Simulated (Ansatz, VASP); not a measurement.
## CsOs3: VASP beside Ansatz

```xyz
4
Lattice="4.1169 0.0000 0.0000 0.0000 4.1169 0.0000 0.0000 0.0000 4.1169" Properties=species:S:1:pos:R:3 pbc="T T T"
Cs    0.0000    0.0000    0.0000
Os    0.0000    2.0584    2.0584
Os    2.0584    0.0000    2.0584
Os    2.0584    2.0584    0.0000
```

Alike in both runs: functional PBE; k mesh 12 × 12 × 12; occupations gaussian, width 0.1 eV; no spin polarisation.

Ansatz relaxed the structure, and its values are those at the end. VASP's run is a single point on that final structure, the one shown.

```csv
,VASP,Ansatz
version,VASP 6.6.1,Ansatz 0.2.0
potentials or method,"VASP PAW PBE potentials, release 64 (Cs_sv, Os_sv_GW), cutoff 560 eV","scalar-relativistic, plane waves, PAW"
valence electrons in the cell,57,57
```

|  | VASP | Ansatz | Ansatz less VASP |
| --- | --- | --- | --- |
| gap on the k mesh at the Fermi level (eV) | none | none | - |
| pressure (GPa) | 1.9 | 0.0 | -1.87 |

A gap of «none» marks a metal or a gap that the smearing closes. With one functional, cell and mesh, what is left measures potentials, basis and numerics.

Spin-orbit coupling is off throughout.
